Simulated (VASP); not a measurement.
Set up this calculation in VASP 6.6.1, as the native input.

```
Task                   : single point
Functional             : PBE
Potentials or basis    : VASP PAW PBE potentials, release 64 (O)
Cutoff                 : 520 eV
k mesh                 : 10 × 10 × 14
Occupations            : fermi-dirac, width 0.05 eV
Spin                   : no spin polarisation
Dipole correction      : no
Further INCAR settings : ALGO = Normal; EDIFF = 1e-06; NBANDS = 16
```

The structure of O lies in POSCAR:

```
O
1.0
    3.2000870953      0.0000000000      0.0000000000
   -1.6000435476      2.7713567188      0.0000000000
    0.0000000000      0.0000000000      2.8863585829
O
3
Direct
    0.0000000000      0.0000000000      0.0000000000
    0.3333333333      0.6666666667      0.5000000000
    0.6666666667      0.3333333333      0.5000000000
```

The input as run:

INCAR

```
ALGO = Normal
EDIFF = 1E-6
ENCUT = 520
GGA = PE
ISIF = 2
ISMEAR = -1
LASPH = T
LCHARG = T
LELF = T
LREAL = F
LVHAR = T
LWAVE = F
NBANDS = 16
NELM = 100
PREC = Accurate
SIGMA = 0.05
```

KPOINTS

```
k-points
0
Gamma
  10 10 14
```

Potentials or basis: VASP PAW PBE potentials, release 64 (O).

Command:

```sh
$ cat potpaw_PBE.64/O/POTCAR > POTCAR
$ mpirun -np 1 vasp_std > vasp.out
```

Results of the run:

```yaml
Pressure: -0.2 GPa
Band_gap_on_the_k_mesh: zero (bands 9 and 10 overlap by 0.84 eV)
```

It took 71 s on 1 thread of AMD EPYC 7R13 (shared host), peak memory 0.12 GiB.
